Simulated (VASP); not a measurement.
Input of a VASP 6.6.1 run:

The input POSCAR:

```
Tl
1.0
    3.6097218943      0.0000000000      0.0000000000
   -1.8048609471      3.1261108611      0.0000000000
    0.0000000000      0.0000000000      5.4116684216
Tl
2
Direct
    0.3333333333      0.6666666667      0.7500000000
    0.6666666667      0.3333333333      0.2500000000
```

Contents of INCAR.step1:

```
  PREC = Accurate
  ENCUT = 520
  ISMEAR = 0
  SIGMA = 0.05
  LREAL = F
  LASPH = T
  NELM = 60
  NBANDS = 20
  GGA = PE
  ALGO = Normal
  EDIFF = 1E-4
  LWAVE = T
  LCHARG = F
```

File INCAR.step2:

```
  PREC = Accurate
  ENCUT = 520
  EDIFF = 1E-6
  ISMEAR = 0
  SIGMA = 0.05
  LREAL = F
  LASPH = T
  NELM = 60
  ALGO = Normal
  ISIF = 2
  LWAVE = F
  LCHARG = T
  METAGGA = R2SCAN
  LMIXTAU = T
  LELF = T
  LVHAR = T
  NBANDS = 20
  ISTART = 1
```

KPOINTS

```
regular mesh
0
Gamma
  14 14 8
```

Potentials or basis: VASP PAW PBE potentials, release 64 (Tl_d).

Run with:

```console
$ cat potpaw_PBE.64/Tl_d/POTCAR > POTCAR
$ cp INCAR.step1 INCAR
$ mpirun -np 1 vasp_std > vasp.out
$ cp INCAR.step2 INCAR
$ mpirun -np 1 vasp_std > vasp.out
```

(1) What does it give for the pressure?

(2) Predict the band gap on the k mesh.

## Answers

(1) -0.3 GPa.

(2) zero (band 13 reaches 10.04 eV, above the bottom of band 14 at 3.78 eV).

Caveat: the PAW data sets were made with another functional, which shifts forces and pressure a little; spin-orbit coupling is left out, which moves the levels of the heavy elements.
